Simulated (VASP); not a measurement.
A run of VASP 6.6.1 is set up as follows.

File INCAR:

```
SYSTEM = WC
PREC     = Accurate       ! precision mode
ENCUT    = 520            ! plane-wave cutoff, eV
EDIFF    = 1E-6           ! SCF threshold, eV
ISMEAR   = -1             ! smearing method
SIGMA    = 0.05           ! smearing width, eV
LREAL    = .False.        ! projectors in reciprocal space
LASPH    = .True.         ! aspherical terms in the spheres
NELM     = 60             ! most SCF steps
ALGO     = Normal         ! electronic algorithm
ISIF     = 2              ! what is computed and relaxed
LWAVE    = .False.        ! write WAVECAR
LCHARG   = .False.        ! write CHGCAR
GGA      = PE             ! functional
NBANDS   = 16             ! bands
```

The input KPOINTS:

```
regular mesh
0
Gamma
  10 10 9
  0 0 0
```

The input POSCAR:

```
WC
1.0
    2.9225709885      0.0000000000      0.0000000000
   -1.4612854943      2.5310207204      0.0000000000
    0.0000000000      0.0000000000      2.8456480622
W C
1 1
Direct
    0.0000000000      0.0000000000      0.0000000000
    0.6666666667      0.3333333333      0.5000000000
```

Potentials or basis: VASP PAW PBE potentials, release 64 (W_sv, C).

Command:

```console
$ cat potpaw_PBE.64/W_sv/POTCAR potpaw_PBE.64/C/POTCAR > POTCAR
$ mpirun -np 1 vasp_std > vasp.out
```

Question: What does it give for the band gap on the k mesh?

Answer: Zero (band 9 reaches 11.54 eV, above the bottom of band 10 at 10.35 eV).

Question: What does it give for the pressure?

Answer: 1.1 GPa.

Stress tensor (GPa, compression positive):
```
1.00 0.00 0.00
0.00 1.00 0.00
0.00 0.00 1.25
```

Caveat: spin-orbit coupling is left out, which moves the levels of the heavy elements.
